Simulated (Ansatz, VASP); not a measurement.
Two plane-wave programs on TiAl

Contents of INCAR:

```
SYSTEM = TiAl
  PREC = Accurate
  ENCUT = 520
  EDIFF = 1E-6
  ISMEAR = 0
  SIGMA = 0.15
  LREAL = .FALSE.
  LASPH = .TRUE.
  NELM = 60
  ALGO = Fast
  ISIF = 2
  LWAVE = .FALSE.
  LCHARG = .FALSE.
  NBANDS = 14
```

File KPOINTS:

```
Automatic mesh
0
G
  16 16 16
  0 0 0
```

File POSCAR:

```
TiAl
1.0
    2.9247388800      0.0000000000      0.0000000000
    0.0000000000      2.9247388800      0.0000000000
    0.0000000000      0.0000000000      3.1790640000
Ti Al
1 1
Direct
    0.0000000000      0.0000000000      0.0000000000
    0.5000000000      0.5000000000      0.5000000000
```

Input for Ansatz:

```yaml
crystal:
  lattice:
    - [2.92473888, 0.0, 0.0]
    - [0.0, 2.92473888, 0.0]
    - [0.0, 0.0, 3.179064]
  atoms:
    - { symbol: Ti, position: [0.0, 0.0, 0.0] }
    - { symbol: Al, position: [0.5, 0.5, 0.5] }
basis:
  ecutwfc: 420
kpoints:
  mp_grid: { grid: [16, 16, 16] }
hamiltonian:
  xc: lda
scf:
  occupations: { method: gaussian, width: 0.15 }
output:
  forces: true
  stress: true
  eigenvalues: true
```

Change from the starting cell: strain -0.080 along x and y, +0.000 along z, atoms carried along.

Alike in both runs: task single point; functional LDA; k mesh 16 × 16 × 16; occupations gaussian, width 0.15 eV; no spin polarisation.

```csv
,VASP,Ansatz
version,VASP 6.6.1,Ansatz 0.2.0
potentials or method,"VASP PAW LDA potentials, release 64 (Ti_sv, Al), cutoff 520 eV","scalar-relativistic, plane waves, PAW"
valence electrons in the cell,15,15
```

```tsv
	VASP	Ansatz	Ansatz less VASP
gap on the k mesh at the Fermi level (eV)	none	none	-
pressure (GPa)	18.4	18.2	-0.26
traceless stress, the component that is largest in VASP (GPa)	5.06	5.05	-0.015
```

LDA's correlation is that of Perdew and Zunger in VASP and of Perdew and Wang (1992) in Ansatz. A gap of «none» marks a metal or a gap that the smearing closes.
